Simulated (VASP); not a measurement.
Input of a VASP 6.6.1 run:

File INCAR:

```
SYSTEM = Y3Mg
PREC = Accurate
ENCUT = 520
EDIFF = 1E-6
ISMEAR = -1
SIGMA = 0.1
LREAL = .FALSE.
LASPH = .TRUE.
NELM = 80
ALGO = Normal
ISIF = 2
LWAVE = .FALSE.
LCHARG = .TRUE.
GGA = PS
LELF = .TRUE.
LVHAR = .TRUE.
NBANDS = 26
```

File KPOINTS:

```
Automatic mesh
0
G
  4 4 4
  0 0 0
```

File POSCAR:

```
Y3Mg
1.0
    0.0000000000      3.9185500000      3.9185500000
    3.9185500000      0.0000000000      3.9185500000
    3.9185500000      3.9185500000      0.0000000000
Y Mg
3 1
Direct
    0.5026800000      0.5027500000      0.4961300000
    0.2520115715      0.2509015715      0.2430384285
    0.7550400000      0.7441300000      0.7513900000
    0.0082800000      0.9955100000      0.0007900000
```

Potentials or basis: VASP PAW PBE potentials, release 64 (Y_sv, Mg).

Run with:

```console
$ cat potpaw_PBE.64/Y_sv/POTCAR potpaw_PBE.64/Mg/POTCAR > POTCAR
$ mpirun -np 1 vasp_std > vasp.out
```

Predict the pressure.

-1.9 GPa.

What does it give for the largest force?

0.114 eV/Å.

Forces in eV/Å, atoms in the order of the input:
```
Y   -0.054  0.025 -0.058
Y    0.046  0.102  0.021
Y    0.024 -0.042  0.067
Mg  -0.016 -0.085 -0.030
```

Caveat: the PAW data sets were made with another functional, which shifts forces and pressure a little.
